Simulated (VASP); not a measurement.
SbAs:

```
Sb As
1.0
     2.03271    1.17359    3.71659
    -2.03271    1.17359    3.71659
     0.00000   -2.34718    3.71659
Sb As
1 1
Cartesian
  0.0000 0.0000 2.5544
  0.0000 0.0000 8.5954
```

| Quantity | Value |
| --- | --- |
| Program | VASP 6.6.1 |
| Task | relaxation of cell and atoms |
| Functional | PBEsol |
| Potentials or basis | VASP PAW PBE potentials, release 64 (Sb, As) |
| Cutoff | 600 eV |
| k mesh | 8 × 8 × 8 |
| Occupations | fermi-dirac, width 0.1 eV |
| Spin | no spin polarisation |

At the start: pressure -1.5 GPa; volume 26.60 Å³/atom.

Problem. How do energy, volume and symmetry change on relaxing?

Solution. Over 12 steps the energy falls by 15.6 meV/atom and the volume is 25.06 Å³/atom (-5.8 %); space group R3m (No. 160, to 0.1 Å) before and after.

The path:
```tsv
step	energy change (eV)	largest force (eV/Å)	pressure (GPa)	volume (Å³)
1	0.0000	0.1655	-1.54	53.20
2	-0.0121	0.3179	0.48	51.25
3	-0.0122	0.3257	0.58	51.16
4	-0.0230	0.1797	0.44	50.62
5	-0.0288	0.0752	0.46	49.47
6	-0.0295	0.0197	0.42	49.75
7	-0.0305	0.0550	-0.36	50.32
8	-0.0306	0.0489	-0.22	50.22
9	-0.0312	0.0018	-0.07	50.16
10	-0.0313	0.0126	-0.02	50.14
11	-0.0313	0.0114	-0.03	50.15
12	-0.0313	0.0086	-0.01	50.11
```

Final structure:
```
Sb As
1.0
     2.02858    1.17120    3.51532
    -2.02858    1.17120    3.51532
     0.00000   -2.34240    3.51532
Sb As
1 1
Direct
  0.23382 0.23382 0.23382
  0.76618 0.76618 0.76618
```

Caveat: the PAW data sets were made with another functional, which shifts forces and pressure a little.
